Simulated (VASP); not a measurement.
# Cu (Fm-3m) in VASP: notebook

Aim: see how the results for Cu move with the level of theory and the settings. Levels: LDA, PBE+D3(BJ), PBEsol+D3(BJ). Tasks: single point.

Program: VASP 6.6.1. These are calculated values, not measurements. Logs are shortened: lines on timing, memory, paths and dates and some standing lists are left out, and cuts for length are marked.

**1. The cell of the first run**

It takes space group Fm-3m (No. 225, cubic). The conventional cell has a = 3.615 Å, b = 3.615 Å, c = 3.615 Å, α = 90.00°, β = 90.00°, γ = 90.00°. Within 3.4 Å of Cu (site symmetry m-3m) lie 12 Cu at 2.56 Å.

**2. Single point, LDA**

Contents of INCAR:

```
SYSTEM = Cu
PREC = Accurate ; ENCUT = 600
EDIFF = 1E-6 ; ISMEAR = -1
SIGMA = 0.05 ; LREAL = .False.
LASPH = .True. ; NELM = 120
ALGO = Normal ; ISIF = 2
LWAVE = .False. ; LCHARG = .True.
GGA = CA ; LELF = .True.
LVHAR = .True. ; NBANDS = 12
GGA_COMPAT = .False.
```

Contents of KPOINTS:

```
Automatic mesh
0
Gamma
  13 13 13
  0 0 0
```

Contents of POSCAR:

```
Cu
1.0
    0.0000000000      1.8075000000      1.8075000000
    1.8075000000      0.0000000000      1.8075000000
    1.8075000000      1.8075000000      0.0000000000
Cu
1
Direct
    0.0000000000      0.0000000000      0.0000000000
```

Potentials or basis: VASP PAW LDA potentials, release 64 (Cu).

Started as:

```
$ cat potpaw_LDA.64/Cu/POTCAR > POTCAR
$ mpirun -np 1 vasp_std > vasp.out
```

OUTCAR:

```text
SYSTEM = Cu
   PREC = Accurate
   ENCUT = 600
   EDIFF = 1E-6
   ISMEAR = -1
   LREAL = .False.
   LASPH = .True.
   NELM = 120
   ISIF = 2
   GGA = CA

 ion  position               nearest neighbor table
   1  0.000  0.000  0.000-

  LATTYP: Found a face centered cubic cell.
 ALAT       =     3.6150000000

  Lattice vectors:

 A1 = (   0.0000000000,   1.8075000000,   1.8075000000)
 A2 = (   1.8075000000,   0.0000000000,   1.8075000000)
 A3 = (   1.8075000000,   1.8075000000,   0.0000000000)

Analysis of symmetry for initial positions (statically):
=====================================================================
 Subroutine PRICEL returns:
 Original cell was already a primitive cell.

 Routine SETGRP: Setting up the symmetry group for a
 face centered cubic supercell.

 Subroutine GETGRP returns: Found 48 space group operations
 (whereof 48 operations were pure point group operations)
 out of a pool of 48 trial point group operations.

The static configuration has the point symmetry O_h .

Analysis of symmetry for dynamics (positions and initial velocities):
=====================================================================
 Subroutine PRICEL returns:
 Original cell was already a primitive cell.

 Routine SETGRP: Setting up the symmetry group for a
 face centered cubic supercell.

 Subroutine GETGRP returns: Found 48 space group operations
 (whereof 48 operations were pure point group operations)
 out of a pool of 48 trial point group operations.

The dynamic configuration has the point symmetry O_h .

 Subroutine INISYM returns: Found 48 space group operations
 (whereof 48 operations are pure point group operations),
 and found     1 'primitive' translations

----------------------------------------------------------------------------------------

                                     Primitive cell

  volume of cell :      11.8104

  direct lattice vectors                    reciprocal lattice vectors
     0.000000000  1.807500000  1.807500000    -0.276625173  0.276625173  0.276625173
     1.807500000  0.000000000  1.807500000     0.276625173 -0.276625173  0.276625173
     1.807500000  1.807500000  0.000000000     0.276625173  0.276625173 -0.276625173

  length of vectors
     2.556191014  2.556191014  2.556191014     0.479128854  0.479128854  0.479128854

  position of ions in fractional coordinates (direct lattice)
     0.000000000  0.000000000  0.000000000
[... 81 lines left out ...]
   NFREE  =      0    steps in history (QN), initial steepest desc. (CG)
   ISIF   =      2    stress and relaxation
   ISYM   =      2    0-nonsym 1-usesym 2-fastsym
   POTIM  = 0.5000    time-step for ionic-motion
   TEBEG  =    0.0;   TEEND  =   0.0 temperature during run
   PSTRESS=    0.0 pullay stress
   NELECT =      11.0000    total number of electrons
   NUPDOWN=      -1.0000    fix difference up-down
   EMIN   =  10.00;   EMAX   =-10.00  energy-range for DOS
   EFERMI =   0.00;   METHOD = LEGACY
   ISMEAR =    -1;   SIGMA  =   0.05  broadening in eV -4-tet -1-fermi 0-gaus
   EFERMI_NEDOS =   21; number of points for ismear=-14 and -15
   IALGO  =     38    algorithm
   IMIX   =      4    mixing-type and parameters
     AMIX     =   0.40;   BMIX     =  1.00
     AMIX_MAG =   1.60;   BMIX_MAG =  1.00
  volume/ion in A,a.u.               =      11.81        79.70
  Fermi-wavevector in a.u.,A,eV,Ry     =   1.598763  3.021224 34.777078  2.556043
  Thomas-Fermi vector in A             =   2.696162
   LORBIT       =      0    0 simple, 1 ext, 2 COOP (PROOUT), +10 PAW based schemes
   GGA     = CA    functional components
   LHFCALC =     F    Hartree Fock is set to
   AEXX    =    0.0000 exact exchange contribution
   IVDW    =     0    specifies the selected vdW correction
   LEPSILON=     F    determine dielectric tensor
   LRPA    =     F    only Hartree local field effects (RPA)
 non-spin polarized calculation
  energy-cutoff  :      600.00
  volume of cell :       11.81
 maximum number of plane-waves:       411
   NGX = 11   NGY = 11   NGZ = 11

 number of electron      11.0000001 magnetization

 Free energy of the ion-electron system (eV)
  ---------------------------------------------------
  ext. energy  EPLUGINS =         0.00000000
  ---------------------------------------------------
  free energy    TOTEN  =        -4.67572632 eV

  energy without entropy =       -4.67306037  energy(sigma->0) =       -4.67439335

 E-fermi :   7.5064     XC(G=0): -13.1028

 val. band max:        7.3105388087   @ k =   0.4615   0.2308   0.0000
 cond. band min:       7.5159517052   @ k =   0.4615   0.3077   0.0000
 fundamental gap:      0.2054128965
 Fermi energy:         7.5064263659

 k-point     1 :       0.0000    0.0000    0.0000
  band No.  band energies     occupation
      1      -2.0106      2.00000
      2       4.2594      2.00000
      3       4.2594      2.00000
      4       4.2594      2.00000
      5       5.0967      2.00000
      6       5.0967      2.00000
      7      30.0241      0.00000
      8      32.4826      0.00000
      9      32.4826      0.00000
     10      32.4826      0.00000
     11      35.0210      0.00000
     12      35.0210      0.00000
[... 331 lines left out ...]
 k-point    24 :       0.4615    0.1538    0.0000
  band No.  band energies     occupation
      1       2.4800      2.00000
      2       3.9250      2.00000
      3       4.2818      2.00000
      4       4.5432      2.00000
      5       5.6818      2.00000
      6       6.9923      1.99993
      7      13.3900      0.00000
      8      24.1956      0.00000
      9      25.4418      0.00000
     10      27.7435      0.00000
     11      37.4127      0.00000
     12      37.5985      0.00000

 [... further k-points ...]

------------------------ aborting loop because EDIFF is reached ----------------------------------------

  FORCE on cell =-STRESS in cart. coord.  units (eV):
  Direction    XX          YY          ZZ          XY          YZ          ZX
  --------------------------------------------------------------------------------------
  -------------------------------------------------------------------------------------
  Total       -0.8695817     -0.8695817     -0.8695817      0.0000000     -0.0000000     -0.0000000
  in kB     -117.9657889   -117.9657889   -117.9657889      0.0000000     -0.0000000     -0.0000000
  external PRESSURE =    -117.9657889 kB  Pullay stress =       0.0000000 kB

 VOLUME and BASIS-vectors are now :
 -----------------------------------------------------------------------------
  energy-cutoff  :      600.00
  volume of cell :       11.81
      direct lattice vectors                 reciprocal lattice vectors
     0.000000000  1.807500000  1.807500000    -0.276625173  0.276625173  0.276625173
     1.807500000  0.000000000  1.807500000     0.276625173 -0.276625173  0.276625173
     1.807500000  1.807500000  0.000000000     0.276625173  0.276625173 -0.276625173

 POSITION                                       TOTAL-FORCE (eV/Angst)
 -----------------------------------------------------------------------------------
      0.00000      0.00000      0.00000         0.000000      0.000000      0.000000
 -----------------------------------------------------------------------------------
    total drift:                                0.000000      0.000000      0.000000

  FREE ENERGIE OF THE ION-ELECTRON SYSTEM (eV)
  ---------------------------------------------------
  free  energy   TOTEN  =        -4.6757263226 eV

  energy  without entropy=       -4.6730603677  energy(sigma->0) =       -4.67439335
```

It took 8 s on 1 thread of Intel Xeon Platinum 8488C (Sapphire Rapids), shared host; peak memory 0.12 GiB.

Results:

| Quantity | Value |
| --- | --- |
| Free energy | -4.6757 eV |
| Pressure | -11.8 GPa |

**3. Single point, LDA**

This run uses another cell than the first one, of 12.05 Å³/atom, 1.020 times its volume.

Contents of INCAR:

```
PREC = Accurate
ENCUT = 600
EDIFF = 1E-6
ISMEAR = -1
SIGMA = 0.05
LREAL = False
LASPH = True
NELM = 120
ALGO = Normal
ISIF = 2
LWAVE = False
LCHARG = False
GGA = CA
NBANDS = 12
GGA_COMPAT = False
```

Contents of KPOINTS:

```
Automatic mesh
0
Gamma
  13 13 13
```

Contents of POSCAR:

```
Cu
1.0
    0.0000000000      1.8194705475      1.8194705475
    1.8194705475      0.0000000000      1.8194705475
    1.8194705475      1.8194705475      0.0000000000
Cu
1
Direct
    0.0000000000      0.0000000000      0.0000000000
```

Potentials or basis: VASP PAW LDA potentials, release 64 (Cu).

Started as:

```
$ cat potpaw_LDA.64/Cu/POTCAR > POTCAR
$ mpirun -np 1 vasp_std > vasp.out
```

Run time: 8.9 s. Hardware: 1 thread of Intel Xeon Platinum 8488C (Sapphire Rapids), shared host; peak memory 0.13 GiB.

The run converged. Its results:

* Free energy: -4.6567 eV
* Pressure: -14.1 GPa

Levels at points of the mesh, in eV from the Fermi level:
| k point | band 2 | band 3 | band 4 | band 5 | band 6 | band 7 | band 8 | band 9 | band 10 | band 11 |
| --- | --- | --- | --- | --- | --- | --- | --- | --- | --- | --- |
| (0.00, 0.00, 0.00) | -3.18 | -3.18 | -3.18 | -2.37 | -2.37 | 22.37 | 24.67 | 24.67 | 24.67 | 27.20 |

**4. Single point, PBE+D3(BJ)**

This run uses another cell than the first one, of 12.28 Å³/atom, 1.040 times its volume.

Contents of INCAR:

```
ALGO = Normal ; EDIFF = 1E-6
ENCUT = 600 ; GGA = PE
GGA_COMPAT = False ; ISIF = 2
ISMEAR = -1 ; IVDW = 12
LASPH = True ; LCHARG = False
LREAL = False ; LWAVE = False
NBANDS = 12 ; NELM = 120
PREC = Accurate ; SIGMA = 0.05
```

Contents of KPOINTS:

```
k-points
0
Gamma
  13 13 13
```

Contents of POSCAR:

```
Cu
1.0
    0.0000000000      1.8312856224      1.8312856224
    1.8312856224      0.0000000000      1.8312856224
    1.8312856224      1.8312856224      0.0000000000
Cu
1
Direct
    0.0000000000      0.0000000000      0.0000000000
```

Potentials or basis: VASP PAW PBE potentials, release 64 (Cu).

Started as:

```
$ cat potpaw_PBE.64/Cu/POTCAR > POTCAR
$ mpirun -np 1 vasp_std > vasp.out
```

OUTCAR:

```text
EDIFF = 1E-6
   ENCUT = 600
   GGA = PE
   ISIF = 2
   ISMEAR = -1
   IVDW = 12
   LASPH = True
   LREAL = False
   NELM = 120
   PREC = Accurate
 IVDW          = 12

 ion  position               nearest neighbor table
   1  0.000  0.000  0.000-

  LATTYP: Found a face centered cubic cell.
 ALAT       =     3.6625712448

  Lattice vectors:

 A1 = (   0.0000000000,   1.8312856224,   1.8312856224)
 A2 = (   1.8312856224,   0.0000000000,   1.8312856224)
 A3 = (   1.8312856224,   1.8312856224,   0.0000000000)

[... 539 lines left out ...]
 [... further k-points ...]

------------------------ aborting loop because EDIFF is reached ----------------------------------------

 Edisp (eV)   -0.55968

 E8    (eV) :    -0.2397

  FORCE on cell =-STRESS in cart. coord.  units (eV):
  Direction    XX          YY          ZZ          XY          YZ          ZX
  --------------------------------------------------------------------------------------
  -------------------------------------------------------------------------------------
  Total      -0.81906    -0.81906    -0.81906    -0.00000     0.00000    -0.00000
  in kB    -106.83836  -106.83836  -106.83836    -0.00000     0.00000    -0.00000
  external pressure =     -106.84 kB  Pullay stress =        0.00 kB

 VOLUME and BASIS-vectors are now :
 -----------------------------------------------------------------------------
  energy-cutoff  :      600.00
  volume of cell :       12.28
      direct lattice vectors                 reciprocal lattice vectors
     0.000000000  1.831285622  1.831285622    -0.273032232  0.273032232  0.273032232
     1.831285622  0.000000000  1.831285622     0.273032232 -0.273032232  0.273032232
     1.831285622  1.831285622  0.000000000     0.273032232  0.273032232 -0.273032232

 POSITION                                       TOTAL-FORCE (eV/Angst)
 -----------------------------------------------------------------------------------
      0.00000      0.00000      0.00000        -0.000000     -0.000000      0.000000
 -----------------------------------------------------------------------------------
    total drift:                               -0.000000      0.000000      0.000000

  FREE ENERGIE OF THE ION-ELECTRON SYSTEM (eV)
  ---------------------------------------------------
  free  energy   TOTEN  =        -4.2867425852 eV

  energy  without entropy=       -4.2839886463  energy(sigma->0) =       -4.28536562
```

OSZICAR:

```text
N       E                     dE             d eps       ncg     rms          rms(c)
DAV:   1     0.453839841403E+02    0.45384E+02   -0.60005E+03  2296   0.170E+03
DAV:   2    -0.315527805588E+01   -0.48539E+02   -0.44594E+02  2048   0.212E+02
DAV:   3    -0.460565061575E+01   -0.14504E+01   -0.14442E+01  2404   0.431E+01
DAV:   4    -0.461439990707E+01   -0.87493E-02   -0.87479E-02  2268   0.293E+00
DAV:   5    -0.461448552264E+01   -0.85616E-04   -0.85616E-04  2408   0.294E-01    0.764E+00
DAV:   6    -0.413723422408E+01    0.47725E+00   -0.15087E+01  2388   0.737E+01    0.415E+00
DAV:   7    -0.373839957512E+01    0.39883E+00   -0.24567E+00  2396   0.298E+01    0.541E-01
DAV:   8    -0.372892968005E+01    0.94699E-02   -0.52811E-03  2392   0.126E+00    0.326E-01
DAV:   9    -0.372706214965E+01    0.18675E-02   -0.11796E-02  2500   0.191E+00    0.296E-02
DAV:  10    -0.372706326264E+01   -0.11130E-05   -0.40790E-05  3008   0.105E-01    0.865E-03
DAV:  11    -0.372706223095E+01    0.10317E-05   -0.92360E-07  1816   0.177E-02    0.319E-04
DAV:  12    -0.372706230260E+01   -0.71655E-07   -0.71112E-08  1244   0.316E-03
   1 F= -.42867426E+01 E0= -.42853656E+01  d E =-.275394E-02
```

stdout:

```text
POSCAR found type information on POSCAR Cu
 POSCAR found :  1 types and       1 ions
 scaLAPACK will be used
 LDA part: xc-table for (Slater+PW92), standard interpolation
 POSCAR, INCAR and KPOINTS ok, starting setup
 FFT: planning ... GRIDC
 FFT: planning ... GRID_SOFT
 FFT: planning ... GRID
 WAVECAR not read
 entering main loop
```

Run time: 12 s. Hardware: 1 thread of Intel Xeon Platinum 8488C (Sapphire Rapids), shared host; peak memory 0.15 GiB.

What came out:

| Item | Value |
| --- | --- |
| Free energy | -4.2867 eV |
| Pressure | -10.7 GPa |
| Dispersion energy per atom | -0.560 eV |

Caveat: pairwise dispersion overbinds metals, which lowers pressure and volume.

**5. Single point, PBE+D3(BJ)**

This run uses another cell than the first one, of 12.52 Å³/atom, 1.060 times its volume.

Contents of INCAR:

```
SYSTEM = Cu
PREC = Accurate
ENCUT = 600
EDIFF = 1E-6
ISMEAR = -1
SIGMA = 0.05
LREAL = .False.
LASPH = .True.
NELM = 120
ALGO = Normal
ISIF = 2
LWAVE = .False.
LCHARG = .True.
GGA = PE
IVDW = 12
LELF = .True.
LVHAR = .True.
NBANDS = 12
GGA_COMPAT = .False.
```

Contents of KPOINTS:

```
regular mesh
0
Gamma
  13 13 13
  0 0 0
```

Contents of POSCAR:

```
Cu
1.0
    0.0000000000      1.8429501765      1.8429501765
    1.8429501765      0.0000000000      1.8429501765
    1.8429501765      1.8429501765      0.0000000000
Cu
1
Direct
    0.0000000000      0.0000000000      0.0000000000
```

Started as:

```
$ cat potpaw_PBE.64/Cu/POTCAR > POTCAR
$ mpirun -np 1 vasp_std > vasp.out
```

Wall time 10 s (1 thread of Intel Xeon Platinum 8488C (Sapphire Rapids), shared host); peak memory 0.15 GiB.

It converged, with:

- Free energy: -4.2696 eV
- Pressure: -12.6 GPa
- Dispersion energy per atom: -0.549 eV

Levels at points of the mesh, in eV from the Fermi level:
| k point | band 2 | band 3 | band 4 | band 5 | band 6 | band 7 | band 8 | band 9 | band 10 | band 11 |
| --- | --- | --- | --- | --- | --- | --- | --- | --- | --- | --- |
| (0.00, 0.00, 0.00) | -3.02 | -3.02 | -3.02 | -2.27 | -2.27 | 21.96 | 24.16 | 24.16 | 24.16 | 26.62 |

Caveat: pairwise dispersion overbinds metals, which lowers pressure and volume.

**6. Single point, PBEsol+D3(BJ)**

This run uses another cell than the first one, of 12.28 Å³/atom, 1.040 times its volume.

Contents of INCAR:

```
  PREC = Accurate
  ENCUT = 600
  EDIFF = 1E-6
  ISMEAR = -1
  SIGMA = 0.05
  LREAL = False
  LASPH = True
  NELM = 120
  ALGO = Normal
  ISIF = 2
  LWAVE = False
  LCHARG = False
  GGA = PS
  IVDW = 12
  NBANDS = 12
  GGA_COMPAT = False
```

Contents of KPOINTS:

```
regular mesh
0
Gamma
  13 13 13
```

Contents of POSCAR:

```
Cu
1.0
    0.0000000000      1.8312856224      1.8312856224
    1.8312856224      0.0000000000      1.8312856224
    1.8312856224      1.8312856224      0.0000000000
Cu
1
Direct
    0.0000000000      0.0000000000      0.0000000000
```

Potentials or basis: VASP PAW PBE potentials, release 64 (Cu).

Started as:

```
$ cat potpaw_PBE.64/Cu/POTCAR > POTCAR
$ mpirun -np 1 vasp_std > vasp.out
```

It took 8.5 s on 1 thread of Intel Xeon Platinum 8488C (Sapphire Rapids), shared host; peak memory 0.15 GiB.

The run converged. Its results:

```yaml
Free_energy: -4.7820 eV
Pressure: -17.2 GPa
Dispersion_energy_per_atom: -0.504 eV
```

Levels at points of the mesh, in eV from the Fermi level:
| k point | band 4 | band 5 | band 6 | band 7 | band 8 | band 9 |
| --- | --- | --- | --- | --- | --- | --- |
| (0.00, 0.00, 0.00) | -3.07 | -2.28 | -2.28 | 22.11 | 24.43 | 24.43 |

Caveat: the PAW data sets were made with another functional, which shifts forces and pressure a little; pairwise dispersion overbinds metals, which lowers pressure and volume.

**7. Summary**

| level | potentials or basis | cell | gap on the mesh (eV) | pressure (GPa) |
| --- | --- | --- | --- | --- |
| LDA | VASP PAW LDA potentials, release 64 (Cu) | a = 2.556 Å, angles 60.0°, 1 atom | none | -11.8 |
| LDA | VASP PAW LDA potentials, release 64 (Cu) | a = 2.573 Å, angles 60.0°, 1 atom | none | -14.1 |
| PBE+D3(BJ) | VASP PAW PBE potentials, release 64 (Cu) | a = 2.590 Å, angles 60.0°, 1 atom | none | -10.7 |
| PBE+D3(BJ) | VASP PAW PBE potentials, release 64 (Cu) | a = 2.606 Å, angles 60.0°, 1 atom | none | -12.6 |
| PBEsol+D3(BJ) | VASP PAW PBE potentials, release 64 (Cu) | a = 2.590 Å, angles 60.0°, 1 atom | none | -17.2 |

Alike in all rows: task single point; no spin polarisation; k mesh 13 × 13 × 13; cutoff (eV) 600; smearing fermi-dirac 0.05 eV.

Caveats: pairwise dispersion overbinds metals, which lowers pressure and volume (some runs); the PAW data sets were made with another functional, which shifts forces and pressure a little (some runs).

Total energies depend on the potentials used, so only differences within one code and one set of settings carry meaning.
